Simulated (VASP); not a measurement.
Input of a VASP 6.6.1 run:

Contents of INCAR:

```
SYSTEM = TiO2
PREC = Accurate ; ENCUT = 600
EDIFF = 1E-7 ; ISMEAR = 0
SIGMA = 0.01 ; LREAL = .False.
LASPH = .True. ; NELM = 100
ALGO = Normal ; ISIF = 3
LWAVE = .False. ; LCHARG = .False.
GGA = PS ; IBRION = 2
NSW = 80 ; EDIFFG = -0.02
```

File KPOINTS:

```
regular mesh
0
Gamma
  5 5 7
  0 0 0
```

File POSCAR:

```
TiO2
1.0
    4.5922000000      0.0000000000      0.0000000000
    0.0000000000      4.5922000000      0.0000000000
    0.0000000000      0.0000000000      2.9574000000
Ti O
2 4
Direct
    0.0000000000      0.0000000000      0.0000000000
    0.5000000000      0.5000000000      0.5000000000
    0.3049600000      0.3049600000      0.0000000000
    0.1950400000      0.8049600000      0.5000000000
    0.6950400000      0.6950400000      0.0000000000
    0.8049600000      0.1950400000      0.5000000000
```

Potentials or basis: VASP PAW PBE potentials, release 64 (Ti_sv, O).

The run is started by

```bash
$ cat potpaw_PBE.64/Ti_sv/POTCAR potpaw_PBE.64/O/POTCAR > POTCAR
$ mpirun -np 1 vasp_std > vasp.out
```

Question: Estimate the band gap on the k mesh.

Answer: 1.83 eV.

Question: What does it give for the space group after relaxing (to 0.1 Å)?

Answer: P4_2/mnm (No. 136).

Question: Predict the relaxed cell.

Answer: a = 4.592 Å, b = 4.592 Å, c = 2.942 Å, α = 90.00°, β = 90.00°, γ = 90.00°.

Question: Predict the relaxed volume.

Answer: 10.34 Å³/atom.

The path:
| step | energy change (eV) | largest force (eV/Å) | pressure (GPa) | volume (Å³) |
| --- | --- | --- | --- | --- |
| 1 | 0.0000 | 0.0537 | -1.25 | 62.37 |
| 2 | -0.0005 | 0.0654 | 1.73 | 61.64 |
| 3 | -0.0023 | 0.0595 | 0.31 | 61.98 |
| 4 | -0.0029 | 0.0046 | 0.01 | 62.04 |

Caveat: the PAW data sets were made with another functional, which shifts forces and pressure a little. A k mesh can miss the band edges.
